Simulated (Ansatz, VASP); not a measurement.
# One calculation of HfO2, two programs

```
CELL_PARAMETERS angstrom
0.00000 2.52918 2.52918
2.52918 0.00000 2.52918
2.52918 2.52918 0.00000
ATOMIC_POSITIONS crystal
Hf 0.00000 0.00000 0.00000
O 0.25000 0.25000 0.25000
O 0.75000 0.75000 0.75000
```

Alike in both runs: task single point; functional r2SCAN; k mesh 5 × 5 × 5; no spin polarisation.

|  | VASP | Ansatz |
| --- | --- | --- |
| version | VASP 6.6.1 | Ansatz 0.2.0 |
| potentials or method | VASP PAW PBE potentials, release 64 (Hf_pv, O) | plane waves |
| plane-wave cutoff (eV) | 660 | 500 |
| occupations | gaussian, width 0.01 eV | fixed |
| valence electrons in the cell | 22 | 38 |

```tsv
	VASP	Ansatz	Ansatz less VASP
gap on the k mesh at the Fermi level (eV)	4.63	4.63	-0.004
pressure (GPa)	-4.3	0.0	+4.30
```

VASP's potentials were made for PBE, not for r2SCAN. One of these differences is far larger than is usual between the two programs; its cause wasn't traced. VASP's potentials hold 22 valence electrons a cell and Ansatz's 38, so a difference there can come from the potentials and not from the codes.

The k mesh is coarse, so the values compare programs but aren't converged. Spin-orbit coupling is off throughout.
